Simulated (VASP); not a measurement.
Crystal: TiCo3.

```
Ti Co
1.0
     3.61400    0.00000    0.00000
     0.00000    3.61400    0.00000
     0.00000    0.00000    3.61400
Ti Co
1 3
Direct
  0.00000 0.00000 0.00000
  0.00000 0.50000 0.50000
  0.50000 0.00000 0.50000
  0.50000 0.50000 0.00000
```

Base run:

| Item | Value |
| --- | --- |
| Program | VASP 6.6.1 |
| Functional | PBEsol |
| Potentials or basis | VASP PAW PBE potentials, release 64 (Ti_sv, Co) |
| Cutoff | 520 eV |
| k mesh | 12 × 12 × 12 |
| Occupations | fermi-dirac, width 0.5 eV |
| Spin | collinear spin, ferrimagnetic start |
| Starting moments | [-0.42, 1.21, 1.21, 1.21] μB |

Its results: pressure -5.4 GPa; net moment 0.00 μB per cell.

Q: The run is repeated on the same cell with these changes: occupations from fermi-dirac, width 0.5 eV to fermi-dirac, width 0.2 eV. What comes out?

A: Pressure -11.8 GPa; net moment 1.78 μB per cell; site moments Ti -0.27; Co +0.71 μB.

Caveats: the PAW data sets were made with another functional, which shifts forces and pressure a little.
